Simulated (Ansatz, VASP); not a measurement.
One calculation of SiW16, two programs

```xyz
17
Lattice="6.3200 0.0000 0.0000 0.0000 6.3200 0.0000 0.0000 0.0000 6.3200" Properties=species:S:1:pos:R:3 pbc="T T T"
W    -0.0912    0.0002    0.1365
W     3.2505    0.0001    0.1364
W    -0.0591    3.1602    0.1045
W    -0.0911    0.0003    3.1148
W     1.5798    1.5592    1.6256
W     3.2189    3.1601    0.1048
W     3.2505    0.0002    3.1148
W     4.7398    1.5835    1.6255
W    -0.0595    3.1604    3.1464
W     1.5798    4.7610    1.6255
W     1.5796    1.1171    4.7859
W     3.2193    3.1602    3.1460
W     4.7398    4.7373    1.6254
W     4.7398    1.5593    4.7855
W     1.5794    5.2033    4.7856
W     4.7396    4.7610    4.7855
Si    1.5805    3.1601   -1.5351
```

Alike in both runs: functional PBEsol; k mesh 3 × 3 × 3; occupations gaussian, width 0.05 eV; no spin polarisation.

Ansatz relaxed the structure, and its values are those at the end. VASP's run is a single point on that final structure, the one shown.

|  | VASP | Ansatz |
| --- | --- | --- |
| version | VASP 6.6.1 | Ansatz 0.2.0 |
| potentials or method | VASP PAW PBE potentials, release 64 (W_sv, Si), cutoff 520 eV | scalar-relativistic, plane waves, PAW |
| valence electrons in the cell | 228 | 228 |

Ansatz gave:

* rms of the force components (eV/Å): 0.003

Q: What did VASP give for the same quantities?

A: rms of the force components (eV/Å): 0.070.

VASP's potentials were made for PBE, not for PBEsol, and Ansatz warns of the same on its side.

Spin-orbit coupling is off throughout.
